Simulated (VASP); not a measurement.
Here is a VASP 6.6.1 calculation.

The input POSCAR:

```
BP
1.0
    0.0000000000      2.2690000000      2.2690000000
    2.2690000000      0.0000000000      2.2690000000
    2.2690000000      2.2690000000      0.0000000000
P B
1 1
Direct
    0.7500000000      0.7500000000      0.7500000000
    0.0000000000      0.0000000000      0.0000000000
```

Contents of INCAR.step1:

```
SYSTEM = BP
PREC     = Accurate       ! precision mode
ENCUT    = 520            ! plane-wave cutoff, eV
ISMEAR   = -1             ! smearing method
SIGMA    = 0.05           ! smearing width, eV
LREAL    = .False.        ! projectors in reciprocal space
LASPH    = .True.         ! aspherical terms in the spheres
NELM     = 100            ! most SCF steps
NBANDS   = 11             ! bands
GGA      = PE             ! functional
ALGO     = Normal         ! electronic algorithm
EDIFF    = 1E-4           ! SCF threshold, eV
LWAVE    = .True.         ! write WAVECAR
LCHARG   = .False.        ! write CHGCAR
```

INCAR.step2

```
SYSTEM = BP
PREC     = Accurate       ! precision mode
ENCUT    = 520            ! plane-wave cutoff, eV
EDIFF    = 1E-6           ! SCF threshold, eV
ISMEAR   = -1             ! smearing method
SIGMA    = 0.05           ! smearing width, eV
LREAL    = .False.        ! projectors in reciprocal space
LASPH    = .True.         ! aspherical terms in the spheres
NELM     = 100            ! most SCF steps
ALGO     = Normal         ! electronic algorithm
ISIF     = 2              ! what is computed and relaxed
LWAVE    = .False.        ! write WAVECAR
LCHARG   = .False.        ! write CHGCAR
METAGGA  = R2SCAN         ! meta-GGA
LMIXTAU  = .True.       
NBANDS   = 11             ! bands
ISTART   = 1
```

The input KPOINTS:

```
regular mesh
0
Gamma
  6 6 6
  0 0 0
```

Potentials or basis: VASP PAW PBE potentials, release 64 (P, B).

Run with:

```bash
$ cat potpaw_PBE.64/P/POTCAR potpaw_PBE.64/B/POTCAR > POTCAR
$ cp INCAR.step1 INCAR
$ mpirun -np 1 vasp_std > vasp.out
$ cp INCAR.step2 INCAR
$ mpirun -np 1 vasp_std > vasp.out
```

Problem. What does it give for the pressure?

Solution. -0.5 GPa.

Problem. Estimate the band gap on the k mesh.

Solution. 1.54 eV, indirect (least direct gap 3.64 eV).

Caveat: the PAW data sets were made with another functional, which shifts forces and pressure a little. A k mesh can miss the band edges.
